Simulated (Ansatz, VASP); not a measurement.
# One calculation of TaCl3F, two programs

INCAR

```
SYSTEM = TaCl3F
PREC = Accurate ; ENCUT = 600
EDIFF = 1E-7 ; ISMEAR = 0
SIGMA = 0.15 ; LREAL = .FALSE.
LASPH = .TRUE. ; NELM = 120
ALGO = Normal ; ISIF = 3
LWAVE = .FALSE. ; LCHARG = .FALSE.
GGA = PE ; IBRION = 2
NSW = 36 ; EDIFFG = -0.08
GGA_COMPAT = .FALSE. ; NELMIN = 4
```

KPOINTS

```
Automatic mesh
0
G
  3 3 3
  0 0 0
```

POSCAR

```
TaCl3F
1.0
    4.9363725700      0.0000000000      0.0000000000
    0.0000000000      4.9363725700      0.0000000000
    0.0000000000      0.0000000000      4.9363725700
Ta Cl F
1 3 1
Direct
    0.5000000000      0.5000000000      0.5000000000
    0.5000000000      0.0000000000      0.0000000000
    0.0000000000      0.5000000000      0.0000000000
    0.0000000000      0.0000000000      0.5000000000
    0.0000000000      0.0000000000      0.0000000000
```

Input for Ansatz:

```yaml
crystal:
  lattice:
    - [4.93637257, 0.0, 0.0]
    - [0.0, 4.93637257, 0.0]
    - [0.0, 0.0, 4.93637257]
  atoms:
    - { symbol: Ta, position: [0.5, 0.5, 0.5] }
    - { symbol: Cl, position: [0.5, 0.0, 0.0] }
    - { symbol: Cl, position: [0.0, 0.5, 0.0] }
    - { symbol: Cl, position: [0.0, 0.0, 0.5] }
    - { symbol: F, position: [0.0, 0.0, 0.0] }
basis:
  ecutwfc: 420
kpoints:
  mp_grid: { grid: [3, 3, 3] }
hamiltonian:
  xc: pbe
scf:
  occupations: { method: gaussian, width: 0.15 }
  lower_state_search: "off"
output:
  forces: true
  stress: true
  eigenvalues: true
relax:
  adjacent_minimum: "off"
  f_tol: 0.08
  max_steps: 16
  cell: { stress_tol: 0.8 }
```

Change from the starting cell: species swapped into the MgNi3B type (Pm-3m, No. 221).

Alike in both runs: task relaxation of cell and atoms; functional PBE; k mesh 3 × 3 × 3; occupations gaussian, width 0.15 eV; no spin polarisation.

|  | VASP | Ansatz |
| --- | --- | --- |
| version | VASP 6.6.1 | Ansatz 0.2.0 |
| potentials or method | VASP PAW PBE potentials, release 64 (Ta_pv, Cl, F), cutoff 600 eV | scalar-relativistic, plane waves, PAW |
| valence electrons in the cell | 39 | 41 |

|  | VASP | Ansatz | Ansatz less VASP |
| --- | --- | --- | --- |
| gap on the k mesh at the Fermi level, each at its own relaxed structure (eV) | none | none | - |
| relaxed volume (Å³/atom) | 18.38 | 18.67 | +0.292 |
| relaxed cell length with the largest relative difference (Å) | 4.512 | 4.536 | +0.0238 |

A gap of «none» marks a metal or a gap that the smearing closes. VASP's potentials hold 39 valence electrons a cell and Ansatz's 41, so a difference there can come from the potentials and not from the codes.

The k mesh is coarse, so the values compare programs but aren't converged. Spin-orbit coupling is off throughout. Noted on VASP's run: the volume moved by over 15 % at a fixed basis, so the end points are rough.
